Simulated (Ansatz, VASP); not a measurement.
## GaGe: VASP beside Ansatz

```xyz
2
Lattice="0.0000 2.8109 2.8978 2.8109 0.0000 2.8978 2.8109 2.8109 0.0000" Properties=species:S:1:pos:R:3 pbc="T T T"
Ga    4.2164    4.2164    4.3468
Ge    0.0000    0.0000    0.0000
```

Change from the starting cell: strain -0.030 along x and y, +0.000 along z, atoms carried along.

Alike in both runs: task single point; functional LDA; k mesh 14 × 14 × 14; occupations gaussian, width 0.15 eV; no spin polarisation.

```csv
,VASP,Ansatz
version,VASP 6.6.1,Ansatz 0.2.0
potentials or method,"VASP PAW LDA potentials, release 64 (Ga_d, Ge_d), cutoff 520 eV","scalar-relativistic, plane waves, PAW"
valence electrons in the cell,27,27
```

Ansatz gave:

| Item | Value |
| --- | --- |
| gap on the k mesh at the Fermi level (eV) | none |
| pressure (GPa) | -1.4 |
| traceless stress, the component that is largest in VASP (GPa) | 0.08 |

Problem. What did VASP give for the same quantities?

Solution. gap on the k mesh at the Fermi level (eV): none; pressure (GPa): -1.2; traceless stress, the component that is largest in VASP (GPa): 0.09.

LDA's correlation is that of Perdew and Zunger in VASP and of Perdew and Wang (1992) in Ansatz. A gap of «none» marks a metal or a gap that the smearing closes.
